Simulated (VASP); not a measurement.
# Hf in VASP: further runs

Hf is run at these levels: PBE; tasks: single point.

Program: VASP 6.6.1. These are calculated values, not measurements. Logs are shortened: lines on timing, memory, paths and dates and some standing lists are left out, and cuts for length are marked.

## (1) The cell of the first run

The typed cell holds 2 atoms: a = 3.197 Å, b = 3.183 Å, c = 5.058 Å, α = 89.79°, β = 89.43°, γ = 119.57°.

## (2) Single point, PBE (equal xy, yz and zx shear strains of +1 %)

INCAR reads:

```
SYSTEM = Hf
ALGO = Normal
EDIFF = 1E-6
ENCUT = 520
GGA = PE
ISIF = 2
ISMEAR = -1
LASPH = .True.
LCHARG = .False.
LREAL = .False.
LWAVE = .False.
NBANDS = 17
NELM = 60
PREC = Accurate
SIGMA = 0.05
```

KPOINTS reads:

```
k-points
0
Gamma
  13 13 7
  0 0 0
```

POSCAR reads:

```
Hf
1.0
    3.1966985242      0.0159834926      0.0159834926
   -1.5845071514      2.7604303839      0.0058503643
    0.0252890000      0.0252890000      5.0578000000
Hf
2
Direct
    0.3333333333      0.6666666667      0.2500000000
    0.6666666667      0.3333333333      0.7500000000
```

Potentials or basis: VASP PAW PBE potentials, release 64 (Hf_pv).

Run with:

```console
$ cat potpaw_PBE.64/Hf_pv/POTCAR > POTCAR
$ mpirun -np 1 vasp_std > vasp.out
```

OUTCAR:

```text
SYSTEM = Hf
   EDIFF = 1E-6
   ENCUT = 520
   GGA = PE
   ISIF = 2
   ISMEAR = -1
   LASPH = .True.
   LREAL = .False.
   NELM = 60
   PREC = Accurate

 ion  position               nearest neighbor table
   1  0.333  0.667  0.250-   2 3.12   2 3.12   2 3.12   2 3.13   2 3.15   2 3.16
   2  0.667  0.333  0.750-   1 3.12   1 3.12   1 3.12   1 3.13   1 3.15   1 3.16

  LATTYP: Found a triclinic cell.
 ALAT       =     3.2106248229
 B/A-ratio  =     2.3241136989
 C/A-ratio  =     0.9956873247
 COS(alpha) =     0.0006435796
 COS(beta)  =     0.5064876926
 COS(gamma) =     0.6343136167

  Lattice vectors:

 A1 = (  -1.6121913728,  -2.7764138765,  -0.0218338569)
 A2 = (  -0.0023952214,  -5.5115552604,   5.0301157788)
 A3 = (  -3.1966985242,  -0.0159834926,  -0.0159834926)

Analysis of symmetry for initial positions (statically):
=====================================================================
 Subroutine PRICEL returns:
 Original cell was already a primitive cell.

 Routine SETGRP: Setting up the symmetry group for a
 triclinic supercell.

 Subroutine GETGRP returns: Found  2 space group operations
 (whereof  2 operations were pure point group operations)
 out of a pool of  2 trial point group operations.

The static configuration has the point symmetry S_2 .

Analysis of symmetry for dynamics (positions and initial velocities):
=====================================================================
 Subroutine PRICEL returns:
 Original cell was already a primitive cell.

 Routine SETGRP: Setting up the symmetry group for a
 triclinic supercell.

 Subroutine GETGRP returns: Found  2 space group operations
 (whereof  2 operations were pure point group operations)
 out of a pool of  2 trial point group operations.

The dynamic configuration has the point symmetry S_2 .

 Subroutine INISYM returns: Found  2 space group operations
 (whereof  2 operations are pure point group operations),
 and found     1 'primitive' translations

----------------------------------------------------------------------------------------

                                     Primitive cell

  volume of cell :      44.7572

  direct lattice vectors                    reciprocal lattice vectors
     3.196698524  0.015983493  0.015983493     0.311939713  0.179060871 -0.002455003
    -1.584507151  2.760430384  0.005850364    -0.001797187  0.361234561 -0.001797187
     0.025289000  0.025289000  5.057800000    -0.000983703 -0.000983703  0.197724258

  length of vectors
[... 81 lines left out ...]
   NELM   =     60;   NELMIN=  2; NELMDL= -5     # of ELM steps
   EDIFF  = 0.1E-05   stopping-criterion for ELM
   LREAL  =      F    real-space projection
   EDIFFG = 0.1E-04   stopping-criterion for IOM
   NSW    =      0    number of steps for IOM
   IBRION =     -1    ionic relax: 0-MD 1-quasi-New 2-CG
   NFREE  =      0    steps in history (QN), initial steepest desc. (CG)
   ISIF   =      2    stress and relaxation
   ISYM   =      2    0-nonsym 1-usesym 2-fastsym
   POTIM  = 0.5000    time-step for ionic-motion
   TEBEG  =    0.0;   TEEND  =   0.0 temperature during run
   PSTRESS=    0.0 pullay stress
   NELECT =      20.0000    total number of electrons
   NUPDOWN=      -1.0000    fix difference up-down
   EMIN   =  10.00;   EMAX   =-10.00  energy-range for DOS
   EFERMI =   0.00;   METHOD = LEGACY
   ISMEAR =    -1;   SIGMA  =   0.05  broadening in eV -4-tet -1-fermi 0-gaus
   EFERMI_NEDOS =   21; number of points for ismear=-14 and -15
   IALGO  =     38    algorithm
   IMIX   =      4    mixing-type and parameters
     AMIX     =   0.40;   BMIX     =  1.00
     AMIX_MAG =   1.60;   BMIX_MAG =  1.00
  volume/ion in A,a.u.               =      22.38       151.02
  Fermi-wavevector in a.u.,A,eV,Ry     =   1.251595  2.365171 21.313386  1.566490
  Thomas-Fermi vector in A             =   2.385535
   LORBIT       =      0    0 simple, 1 ext, 2 COOP (PROOUT), +10 PAW based schemes
   GGA     = PE    functional components
   LHFCALC =     F    Hartree Fock is set to
   AEXX    =    0.0000 exact exchange contribution
   IVDW    =     0    specifies the selected vdW correction
   LEPSILON=     F    determine dielectric tensor
   LRPA    =     F    only Hartree local field effects (RPA)
 non-spin polarized calculation
  energy-cutoff  :      520.00
  volume of cell :       44.76
 maximum number of plane-waves:      1225
   NGX = 11   NGY = 11   NGZ = 19

 number of electron      20.0000003 magnetization

 Free energy of the ion-electron system (eV)
  ---------------------------------------------------
  ext. energy  EPLUGINS =         0.00000000
  ---------------------------------------------------
  free energy    TOTEN  =       -19.85345906 eV

  energy without entropy =      -19.84048175  energy(sigma->0) =      -19.84697040

 E-fermi :   4.9166     XC(G=0): -11.2818

 val. band max:        4.9164930560   @ k =  -0.1538   0.0769   0.0000
 cond. band min:       4.9168179294   @ k =   0.0769   0.0769   0.4286
 fundamental gap:      0.0003248734
 Fermi energy:         4.9166085177

 k-point     1 :       0.0000    0.0000    0.0000
  band No.  band energies     occupation
      1     -26.1600      2.00000
      2     -25.4217      2.00000
      3     -25.4114      2.00000
      4     -25.2998      2.00000
      5     -25.2879      2.00000
      6     -25.2835      2.00000
[... 457 lines left out ...]
      4     -25.5452      2.00000
      5     -25.4255      2.00000
      6     -25.4077      2.00000
[... 9 lines left out ...]
     16      10.0747      0.00000
     17      10.9394      0.00000

 [... further k-points ...]

------------------------ aborting loop because EDIFF is reached ----------------------------------------

  FORCE on cell =-STRESS in cart. coord.  units (eV):
  Direction    XX          YY          ZZ          XY          YZ          ZX
  --------------------------------------------------------------------------------------
  -------------------------------------------------------------------------------------
  Total        0.1175107      0.1202398      0.0580980     -0.1927111     -0.1402887     -0.1401844
  in kB        4.2065363      4.3042301      2.0797382     -6.8984915     -5.0219229     -5.0181912
  external PRESSURE =       3.5301682 kB  Pullay stress =       0.0000000 kB

 VOLUME and BASIS-vectors are now :
 -----------------------------------------------------------------------------
  energy-cutoff  :      520.00
  volume of cell :       44.76
      direct lattice vectors                 reciprocal lattice vectors
     3.196698524  0.015983493  0.015983493     0.311939713  0.179060871 -0.002455003
    -1.584507151  2.760430384  0.005850364    -0.001797187  0.361234561 -0.001797187
     0.025289000  0.025289000  5.057800000    -0.000983703 -0.000983703  0.197724258

 POSITION                                       TOTAL-FORCE (eV/Angst)
 -----------------------------------------------------------------------------------
      0.01555      1.85194      1.27368        -0.026476      0.000310      0.001682
      1.62193      0.94977      3.80596         0.026476     -0.000310     -0.001682
 -----------------------------------------------------------------------------------
    total drift:                               -0.000000      0.000000     -0.000000

  FREE ENERGIE OF THE ION-ELECTRON SYSTEM (eV)
  ---------------------------------------------------
  free  energy   TOTEN  =       -19.8534590591 eV

  energy  without entropy=      -19.8404817485  energy(sigma->0) =      -19.84697040
```

Run time: 1.7 min. Hardware: 1 thread of Intel Xeon 6975P-C (Granite Rapids), shared host; peak memory 0.46 GiB.

Results:

```
Free energy            : -19.8535 eV
Pressure               : 0.4 GPa
Largest force          : 0.027 eV/Å
Band gap on the k mesh : zero (bands 10 and 11 overlap by 1.53 eV)
```

Forces on the atoms (eV/Å):
```
Hf  -0.026  0.000  0.002
Hf   0.026  0.000 -0.002
```

Stress tensor (GPa, compression positive):
```
 0.42 -0.69 -0.50
-0.69  0.43 -0.50
-0.50 -0.50  0.21
```

Levels at points of the mesh, in eV from the Fermi level:
```
           k point  band 6  band 7  band 8  band 9  band 10  band 11  band 12  band 13  band 14  band 15
(0.00, 0.00, 0.00)  -30.20   -7.38   -3.71    0.64     1.09     1.27     1.45     1.92     2.08     2.62
```

Caveat: the cell differs from its parent crystal (equal xy, yz and zx shear strains of +1 %); spin-orbit coupling is left out, which moves the levels of the heavy elements.

## (3) Single point, PBE (equal xy, yz and zx shear strains of +2 %)

INCAR reads:

```
  PREC = Accurate
  ENCUT = 520
  EDIFF = 1E-7
  ISMEAR = -1
  SIGMA = 0.05
  LREAL = F
  LASPH = T
  NELM = 100
  ALGO = Normal
  ISIF = 2
  LWAVE = F
  LCHARG = F
  GGA = PE
  NBANDS = 17
```

KPOINTS reads:

```
regular mesh
0
Gamma
  13 13 7
```

POSCAR reads:

```
Hf
1.0
    3.1966985242      0.0319669852      0.0319669852
   -1.5706650408      2.7524386376      0.0117007287
    0.0505780000      0.0505780000      5.0578000000
Hf
2
Direct
    0.3333333333      0.6666666667      0.2500000000
    0.6666666667      0.3333333333      0.7500000000
```

Potentials or basis: VASP PAW PBE potentials, release 64 (Hf_pv).

Run with:

```console
$ cat potpaw_PBE.64/Hf_pv/POTCAR > POTCAR
$ mpirun -np 1 vasp_std > vasp.out
```

Run time: 3.8 min. Hardware: 1 thread of Intel Xeon Platinum 8259CL at 2.50GHz (Skylake/Cascade Lake), shared host; peak memory 0.46 GiB.

Results (log left out):

```
Free energy            : -19.8465 eV
Pressure               : 0.4 GPa
Largest force          : 0.050 eV/Å
Band gap on the k mesh : zero (bands 10 and 11 overlap by 1.49 eV)
```

Forces in eV/Å, atoms in the order of the input:
```
Hf  -0.050  0.001  0.007
Hf   0.050 -0.001 -0.007
```

Stress tensor (GPa, compression positive):
```
 0.42 -1.35 -0.99
-1.35  0.46 -0.99
-0.99 -0.99  0.24
```

Levels at points of the mesh, in eV from the Fermi level:
| k point | band 8 | band 9 | band 10 | band 11 | band 12 | band 13 |
| --- | --- | --- | --- | --- | --- | --- |
| (0.00, 0.00, 0.00) | -3.70 | 0.65 | 1.00 | 1.37 | 1.44 | 1.83 |

Caveat: the cell differs from its parent crystal (equal xy, yz and zx shear strains of +2 %); spin-orbit coupling is left out, which moves the levels of the heavy elements.

## (4) Single point, PBE (z stretched by +4 % at fixed volume)

INCAR reads:

```
ALGO = Normal ; EDIFF = 1E-7
ENCUT = 520 ; GGA = PE
ISIF = 2 ; ISMEAR = -1
LASPH = T ; LCHARG = F
LREAL = F ; LWAVE = F
NBANDS = 17 ; NELM = 100
PREC = Accurate ; SIGMA = 0.05
```

KPOINTS reads:

```
k-points
0
Gamma
  13 13 7
```

POSCAR reads:

```
Hf
1.0
    3.1346207989      0.0000000000      0.0000000000
   -1.5673103994      2.7146612430      0.0000000000
    0.0000000000      0.0000000000      5.2601120000
Hf
2
Direct
    0.3333333333      0.6666666667      0.2500000000
    0.6666666667      0.3333333333      0.7500000000
```

Run with:

```console
$ cat potpaw_PBE.64/Hf_pv/POTCAR > POTCAR
$ mpirun -np 1 vasp_std > vasp.out
```

It took 25 s on 1 thread of Intel Xeon Platinum 8375C at 2.90GHz (Ice Lake), shared host; peak memory 0.19 GiB.

The run converged. Its results:

- Free energy: -19.8146 eV
- Pressure: 0.3 GPa
- Band gap on the k mesh: zero (bands 10 and 11 overlap by 1.25 eV)

Stress tensor (GPa, compression positive):
```
 2.62  0.00  0.00
 0.00  2.62  0.00
 0.00  0.00 -4.42
```

Levels at points of the mesh, in eV from the Fermi level:
```csv
k point,band 6,band 7,band 8,band 9,band 10,band 11,band 12,band 13,band 14,band 15
"(0.00, 0.00, 0.00)",-30.14,-7.35,-3.85,0.20,0.92,1.33,1.33,2.00,2.00,3.14
```

Caveat: spin-orbit coupling is left out, which moves the levels of the heavy elements.

## (5) Single point, PBE (atom 2 (Hf) moved by [0.0, 0.0, 0.03] A)

INCAR reads:

```
  ALGO = Normal
  EDIFF = 1E-7
  ENCUT = 520
  GGA = PE
  ISIF = 2
  ISMEAR = -1
  LASPH = True
  LCHARG = False
  LREAL = False
  LWAVE = False
  NBANDS = 17
  NELM = 100
  PREC = Accurate
  SIGMA = 0.05
```

KPOINTS is that of step 4.

POSCAR reads:

```
Hf
1.0
    3.1966985242      0.0000000000      0.0000000000
   -1.5983492621      2.7684221302      0.0000000000
    0.0000000000      0.0000000000      5.0578000000
Hf
2
Direct
    0.3333333333      0.6666666667      0.2500000000
    0.6666666667      0.3333333333      0.7559314326
```

Run with:

```console
$ cat potpaw_PBE.64/Hf_pv/POTCAR > POTCAR
$ mpirun -np 1 vasp_std > vasp.out
```

Run time: 44 s. Hardware: 1 thread of Intel Xeon Platinum 8375C at 2.90GHz (Ice Lake), shared host; peak memory 0.21 GiB.

The run converged. Its results:

- Free energy: -19.8545 eV
- Pressure: 0.4 GPa
- Largest force: 0.091 eV/Å
- Band gap on the k mesh: zero (bands 10 and 11 overlap by 1.59 eV)

Forces in eV/Å, atoms in the order of the input:
```
Hf   0.000  0.000  0.091
Hf   0.000  0.000 -0.091
```

Stress tensor (GPa, compression positive):
```
0.43 0.00 0.00
0.00 0.43 0.00
0.00 0.00 0.28
```

Levels at points of the mesh, in eV from the Fermi level:
| k point | band 8 | band 9 | band 10 | band 11 | band 12 | band 13 |
| --- | --- | --- | --- | --- | --- | --- |
| (0.00, 0.00, 0.00) | -3.71 | 0.63 | 1.18 | 1.18 | 1.47 | 1.99 |

Caveat: the cell differs from its parent crystal (atom 2 (Hf) moved by [0.0, 0.0, 0.03] A); spin-orbit coupling is left out, which moves the levels of the heavy elements.

(Continued in part 2 of 2.)
